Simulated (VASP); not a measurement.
# K (Im-3m) in VASP: notebook, part 2 of 2

VASP 6.6.1.

### 3 Relaxation of cell and atoms, PBE, target pressure 2.5 GPa, at which the enthalpy is minimised

Input file INCAR:

```
ALGO = Normal
EDIFF = 1E-6
EDIFFG = -0.005
ENCUT = 600
GGA = PE
IBRION = 2
ISIF = 3
ISMEAR = -1
LASPH = T
LCHARG = F
LREAL = F
LWAVE = F
NELM = 100
NSW = 32
PREC = Accurate
PSTRESS = 25.0
SIGMA = 0.05
```

Input file KPOINTS:

```
k-points
0
Gamma
  12 12 12
```

Input file POSCAR:

```
K
1.0
   -2.3455839808      2.3455839808      2.3455839808
    2.3455839808     -2.3455839808      2.3455839808
    2.3455839808      2.3455839808     -2.3455839808
K
1
Direct
    0.0000000000      0.0000000000      0.0000000000
```

Potentials or basis: VASP PAW PBE potentials, release 64 (K_sv).

Launch:

```sh
cat potpaw_PBE.64/K_sv/POTCAR > POTCAR
mpirun -np 1 vasp_std > vasp.out
```

OUTCAR:

```text
EDIFF = 1E-6
   EDIFFG = -0.005
   ENCUT = 600
   GGA = PE
   IBRION = 2
   ISIF = 3
   ISMEAR = -1
   LASPH = T
   LREAL = F
   NELM = 100
   NSW = 32
   PREC = Accurate
   PSTRESS = 25.0

 ion  position               nearest neighbor table
   1  0.000  0.000  0.000-

  LATTYP: Found a body centered cubic cell.
 ALAT       =     4.6911679616

  Lattice vectors:

 A1 = (  -2.3455839808,   2.3455839808,   2.3455839808)
 A2 = (   2.3455839808,  -2.3455839808,   2.3455839808)
 A3 = (   2.3455839808,   2.3455839808,  -2.3455839808)

Analysis of symmetry for initial positions (statically):
=====================================================================
 Subroutine PRICEL returns:
 Original cell was already a primitive cell.

 Routine SETGRP: Setting up the symmetry group for a
 body centered cubic supercell.

 Subroutine GETGRP returns: Found 48 space group operations
 (whereof 48 operations were pure point group operations)
 out of a pool of 48 trial point group operations.

The static configuration has the point symmetry O_h .

Analysis of symmetry for dynamics (positions and initial velocities):
=====================================================================
 Subroutine PRICEL returns:
 Original cell was already a primitive cell.

 Routine SETGRP: Setting up the symmetry group for a
 body centered cubic supercell.

 Subroutine GETGRP returns: Found 48 space group operations
 (whereof 48 operations were pure point group operations)
 out of a pool of 48 trial point group operations.

The dynamic configuration has the point symmetry O_h .

 Subroutine INISYM returns: Found 48 space group operations
 (whereof 48 operations are pure point group operations),
 and found     1 'primitive' translations

----------------------------------------------------------------------------------------

                                     Primitive cell

  volume of cell :      51.6194

  direct lattice vectors                    reciprocal lattice vectors
    -2.345583981  2.345583981  2.345583981     0.000000000  0.213166531  0.213166531
     2.345583981 -2.345583981  2.345583981     0.213166531  0.000000000  0.213166531
     2.345583981  2.345583981 -2.345583981     0.213166531  0.213166531  0.000000000

  length of vectors
     4.062670628  4.062670628  4.062670628     0.301462999  0.301462999  0.301462999

  position of ions in fractional coordinates (direct lattice)
     0.000000000  0.000000000  0.000000000

  ion indices of the primitive-cell ions
   primitive index   ion index
                 1           1

----------------------------------------------------------------------------------------

 KPOINTS: k-points

Automatic generation of k-mesh.
 Grid dimensions read from file:
 generate k-points for:   12   12   12

 Generating k-lattice:

  Cartesian coordinates                     Fractional coordinates (reciprocal lattice)
     0.000000000  0.017763878  0.017763878     0.083333333  0.000000000  0.000000000
     0.017763878  0.000000000  0.017763878     0.000000000  0.083333333  0.000000000
     0.017763878  0.017763878  0.000000000     0.000000000  0.000000000  0.083333333

  Length of vectors
     0.025121917  0.025121917  0.025121917

  Shift w.r.t. Gamma in fractional coordinates (k-lattice)
     0.000000000  0.000000000  0.000000000

 Subroutine IBZKPT returns following result:
 ===========================================

 Found     72 irreducible k-points:

 Following reciprocal coordinates:
            Coordinates               Weight
  0.000000  0.000000  0.000000      1.000000
  0.083333  0.000000  0.000000     12.000000
  0.166667  0.000000  0.000000     12.000000
  0.250000  0.000000  0.000000     12.000000
  0.333333  0.000000  0.000000     12.000000
  0.416667  0.000000  0.000000     12.000000
[... 16 lines left out ...]
  0.333333  0.083333  0.083333     24.000000
  0.416667  0.083333  0.083333     12.000000
 [... further k-points ...]
   k-points           NKPTS =     72   k-points in BZ     NKDIM =     72   number of bands    NBANDS=      8
   number of dos      NEDOS =    301   number of ions     NIONS =      1
   total plane-waves  NPLWV =  32768
   dimension x,y,z NGX =    32 NGY =   32 NGZ =   32
   dimension x,y,z NGXF=    64 NGYF=   64 NGZF=   64
   ions per type =               1
   NGX,Y,Z   is equivalent  to a cutoff of  13.09, 13.09, 13.09 a.u.
   NGXF,Y,Z  is equivalent  to a cutoff of  26.19, 26.19, 26.19 a.u.
 SYSTEM =  unknown system
   PREC   = accura    normal or accurate (medium, high low for compatibility)
   ISTART =      0    job   : 0-new  1-cont  2-samecut
   ICHARG =      2    charge: 1-file 2-atom 10-const
   ISPIN  =      1    spin polarized calculation?
   LNONCOLLINEAR =      F non collinear calculations
   LSORBIT =      F    spin-orbit coupling
   LASPH  =      T    aspherical Exc in radial PAW
   ENCUT  =  600.0 eV  44.10 Ry    6.64 a.u.   8.11  8.11  8.11*2*pi/ulx,y,z
   NELM   =    100;   NELMIN=  2; NELMDL= -5     # of ELM steps
   EDIFF  = 0.1E-05   stopping-criterion for ELM
   LREAL  =      F    real-space projection
   EDIFFG = -.5E-02   stopping-criterion for IOM
   NSW    =     32    number of steps for IOM
   IBRION =      2    ionic relax: 0-MD 1-quasi-New 2-CG
   NFREE  =      1    steps in history (QN), initial steepest desc. (CG)
   ISIF   =      3    stress and relaxation
   ISYM   =      2    0-nonsym 1-usesym 2-fastsym
   POTIM  = 0.5000    time-step for ionic-motion
   TEBEG  =    0.0;   TEEND  =   0.0 temperature during run
   PSTRESS=   25.0 pullay stress
   NELECT =       9.0000    total number of electrons
   NUPDOWN=      -1.0000    fix difference up-down
   EMIN   =  10.00;   EMAX   =-10.00  energy-range for DOS
   EFERMI =   0.00;   METHOD = LEGACY
   ISMEAR =    -1;   SIGMA  =   0.05  broadening in eV -4-tet -1-fermi 0-gaus
   EFERMI_NEDOS =   21; number of points for ismear=-14 and -15
   IALGO  =     38    algorithm
   IMIX   =      4    mixing-type and parameters
     AMIX     =   0.40;   BMIX     =  1.00
     AMIX_MAG =   1.60;   BMIX_MAG =  1.00
  volume/ion in A,a.u.               =      51.62       348.34
  Fermi-wavevector in a.u.,A,eV,Ry     =   0.914572  1.728291 11.380490  0.836442
  Thomas-Fermi vector in A             =   2.039214
   LORBIT       =      0    0 simple, 1 ext, 2 COOP (PROOUT), +10 PAW based schemes
   GGA     = PE    functional components
   LHFCALC =     F    Hartree Fock is set to
   AEXX    =    0.0000 exact exchange contribution
   IVDW    =     0    specifies the selected vdW correction
   LEPSILON=     F    determine dielectric tensor
   LRPA    =     F    only Hartree local field effects (RPA)
 conjugate gradient relaxation of ions
 non-spin polarized calculation
  energy-cutoff  :      600.00
  volume of cell :       51.62
 maximum number of plane-waves:      1754
   NGX = 17   NGY = 17   NGZ = 17

 number of electron       9.0000001 magnetization

 Free energy of the ion-electron system (eV)
  ---------------------------------------------------
  ext. energy  EPLUGINS =         0.00000000
  ---------------------------------------------------
  free energy    TOTEN  =        -0.91904961 eV

  energy without entropy =       -0.91227038  energy(sigma->0) =       -0.91565999

 E-fermi :   0.8326     XC(G=0):  -6.5859

 val. band max:        0.8220435130   @ k =   0.2500   0.2500   0.0000
 cond. band min:       0.8841765200   @ k =   0.3333   0.1667   0.0000
 fundamental gap:      0.0621330071
 Fermi energy:         0.8325519455

 k-point     1 :       0.0000    0.0000    0.0000
  band No.  band energies     occupation
      1     -31.1834      2.00000
      2     -14.5779      2.00000
      3     -14.5779      2.00000
      4     -14.5779      2.00000
      5      -1.8632      2.00000
      6       5.4112      0.00000
      7       5.4112      0.00000
      8       5.4112      0.00000
[... 243 lines left out ...]
 k-point    24 :       0.4167    0.0833    0.0833
  band No.  band energies     occupation
      1     -31.1622      2.00000
      2     -14.7849      2.00000
      3     -14.6575      2.00000
      4     -14.5935      2.00000
      5       1.4217      0.00002
      6       1.8524      0.00000
      7       3.6621      0.00000
      8       6.4745      0.00000

 [... further k-points ...]

------------------------ aborting loop because EDIFF is reached ----------------------------------------

  FORCE on cell =-STRESS in cart. coord.  units (eV):
  Direction    XX          YY          ZZ          XY          YZ          ZX
  --------------------------------------------------------------------------------------
  -------------------------------------------------------------------------------------
  Total        0.8079063      0.8079063      0.8079063      0.0000000     -0.0000000      0.0000000
  in kB       25.0760220     25.0760220     25.0760220      0.0000000     -0.0000000      0.0000000
  external PRESSURE =       0.0760220 kB  Pullay stress =      25.0000000 kB

 VOLUME and BASIS-vectors are now :
 -----------------------------------------------------------------------------
  energy-cutoff  :      600.00
  volume of cell :       51.62
      direct lattice vectors                 reciprocal lattice vectors
    -2.345583981  2.345583981  2.345583981     0.000000000  0.213166531  0.213166531
     2.345583981 -2.345583981  2.345583981     0.213166531  0.000000000  0.213166531
     2.345583981  2.345583981 -2.345583981     0.213166531  0.213166531  0.000000000

 POSITION                                       TOTAL-FORCE (eV/Angst)
 -----------------------------------------------------------------------------------
      0.00000      0.00000      0.00000         0.000000      0.000000      0.000000
 -----------------------------------------------------------------------------------
    total drift:                                0.000000      0.000000      0.000000

  FREE ENERGIE OF THE ION-ELECTRON SYSTEM (eV)
  ---------------------------------------------------
  free  energy   TOTEN  =        -0.9190496141 eV

  energy  without entropy=       -0.9122703756  energy(sigma->0) =       -0.91565999

  enthalpy is  TOTEN    =        -0.1135925802 eV   P V=        0.8054570339

 reached required accuracy - stopping structural energy minimisation
```

OSZICAR:

```text
N       E                     dE             d eps       ncg     rms          rms(c)
DAV:   1     0.541443476280E+02    0.54144E+02   -0.42422E+03  1152   0.102E+03
DAV:   2     0.706439995208E+00   -0.53438E+02   -0.52971E+02  1152   0.235E+02
DAV:   3    -0.892338260771E+00   -0.15988E+01   -0.15961E+01  1936   0.389E+01
DAV:   4    -0.919201474104E+00   -0.26863E-01   -0.26856E-01  1648   0.381E+00
DAV:   5    -0.919980396485E+00   -0.77892E-03   -0.77888E-03  2072   0.307E-01    0.319E+00
DAV:   6    -0.918708039939E+00    0.12724E-02   -0.39158E-03  1744   0.563E-01    0.203E+00
DAV:   7    -0.919077165724E+00   -0.36913E-03   -0.65243E-03  1744   0.667E-01    0.975E-02
DAV:   8    -0.919035539651E+00    0.41626E-04   -0.59423E-04  1688   0.312E-01    0.287E-02
DAV:   9    -0.919049338322E+00   -0.13799E-04   -0.23983E-05  1792   0.389E-02    0.176E-02
DAV:  10    -0.919049614105E+00   -0.27578E-06   -0.38386E-06  1776   0.180E-02
   1 F= -.11359258E+00 E0= -.11020296E+00  d E =-.113593E+00
```

It took 17 s on 1 thread of Intel Xeon 6975P-C, shared host; peak memory 0.19 GiB.

What came out:

| Quantity | Value |
| --- | --- |
| Free energy | -0.9190 eV |
| Pressure after relaxing | 2.5 GPa |

Final structure:
```
K
1.0
    -2.34558    2.34558    2.34558
     2.34558   -2.34558    2.34558
     2.34558    2.34558   -2.34558
K
1
Direct
  0.00000 0.00000 0.00000
```

Caveat: the relaxation stopped at its first step, so nothing moved; the cell is relaxed towards a set pressure, so the enthalpy falls and the energy may rise.
